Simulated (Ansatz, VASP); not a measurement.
# Na in VASP and in Ansatz

```
Na
1.0
     3.84088    0.00000    0.00000
    -1.92044    3.32630    0.00000
     0.00000    0.00000    6.27470
Na
2
Direct
  0.33333 0.66667 0.25000
  0.66667 0.33333 0.75000
```

Change from the starting cell: volume scaled by 1.06.

Alike in both runs: task single point; functional PBEsol; k mesh 13 × 13 × 7; occupations fermi-dirac, width 0.05 eV; no spin polarisation.

```csv
,VASP,Ansatz
version,VASP 6.6.1,Ansatz 0.2.0
potentials or method,"VASP PAW PBE potentials, release 64 (Na_pv), cutoff 520 eV","all-electron LAPW, scalar-relativistic"
```

|  | VASP | Ansatz | Ansatz less VASP |
| --- | --- | --- | --- |
| pressure (GPa) | -0.6 | -0.6 | -0.03 |
| traceless stress, the component that is largest in VASP (GPa) | 0.07 | 0.07 | +0.002 |

VASP's potentials were made for PBE, not for PBEsol. Ansatz ran all-electron here, and VASP with PAW potentials.
